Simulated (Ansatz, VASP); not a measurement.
## SnO2: VASP beside Ansatz

File POSCAR:

```
SnO2
1.0
    4.7598181121      0.0000000000      0.0000000000
    0.0000000000      4.7600576133      0.0000000000
    0.0000000000      0.0000000000      3.2487214196
Sn O
2 4
Direct
    0.5000000000      0.5000000000      0.5000000000
    0.0000000000      0.0000000000      0.0000000000
    0.3058623571      0.3059582263      0.0000000000
    0.8058623571      0.1940417737      0.5000000000
    0.1941376429      0.8059582263      0.5000000000
    0.6941376429      0.6940417737      0.0000000000
```

The input INCAR.step1:

```
SYSTEM = SnO2
PREC = Accurate ; ENCUT = 520
ISMEAR = 0 ; SIGMA = 0.05
LREAL = .FALSE. ; LASPH = .TRUE.
NELM = 60 ; NBANDS = 35
GGA = PE ; ALGO = Normal
EDIFF = 1E-4 ; LWAVE = .TRUE.
LCHARG = .FALSE.
```

File INCAR.step2:

```
SYSTEM = SnO2
PREC = Accurate ; ENCUT = 520
EDIFF = 1E-6 ; ISMEAR = 0
SIGMA = 0.05 ; LREAL = .FALSE.
LASPH = .TRUE. ; NELM = 60
ALGO = Normal ; ISIF = 2
LWAVE = .FALSE. ; LCHARG = .FALSE.
METAGGA = R2SCAN ; LMIXTAU = .TRUE.
NBANDS = 35 ; ISTART = 1
```

Contents of KPOINTS:

```
regular mesh
0
G
  6 6 8
  0 0 0
```

Input for Ansatz:

```yaml
crystal:
  lattice:
    - [4.7598181121, 0.0, 0.0]
    - [0.0, 4.7600576133, 0.0]
    - [0.0, 0.0, 3.2487214196]
  atoms:
    - { symbol: Sn, position: [0.5, 0.5, 0.5] }
    - { symbol: Sn, position: [0.0, 0.0, 0.0] }
    - { symbol: O, position: [0.3058623571, 0.3059582263, 0.0] }
    - { symbol: O, position: [0.8058623571, 0.1940417737, 0.5] }
    - { symbol: O, position: [0.1941376429, 0.8059582263, 0.5] }
    - { symbol: O, position: [0.6941376429, 0.6940417737, 0.0] }
basis:
  ecutwfc: 500
kpoints:
  mp_grid: { grid: [6, 6, 8] }
hamiltonian:
  xc: r2scan
scf:
  occupations: { method: gaussian, width: 0.05 }
output:
  forces: true
  stress: true
  eigenvalues: true
```

Change from the starting cell: strain +0.000 along x and y, +0.015 along z, atoms carried along.

Alike in both runs: task single point; functional r2SCAN; k mesh 6 × 6 × 8; occupations gaussian, width 0.05 eV; no spin polarisation.

|  | VASP | Ansatz |
| --- | --- | --- |
| version | VASP 6.6.1 | Ansatz 0.2.0 |
| potentials or method | VASP PAW PBE potentials, release 64 (Sn_d, O), cutoff 520 eV | scalar-relativistic, plane waves, PAW |
| valence electrons in the cell | 52 | 52 |

Ansatz gave:

- gap on the k mesh at the Fermi level (eV): 1.54
- least direct gap on the mesh (eV): 1.54
- pressure (GPa): -3.6
- traceless stress, the component that is largest in VASP (GPa): -2.78
- rms of the force components (eV/Å): 0.040

Task: Estimate VASP's values.

Result: gap on the k mesh at the Fermi level (eV): 1.57; least direct gap on the mesh (eV): 1.57; pressure (GPa): -2.6; traceless stress, the component that is largest in VASP (GPa): -2.52; rms of the force components (eV/Å): 0.032.

VASP's potentials were made for PBE, not for r2SCAN. Atom by atom the forces differ by 0.008 eV/Å (rms over components). With one functional, cell and mesh, what is left measures potentials, basis and numerics.
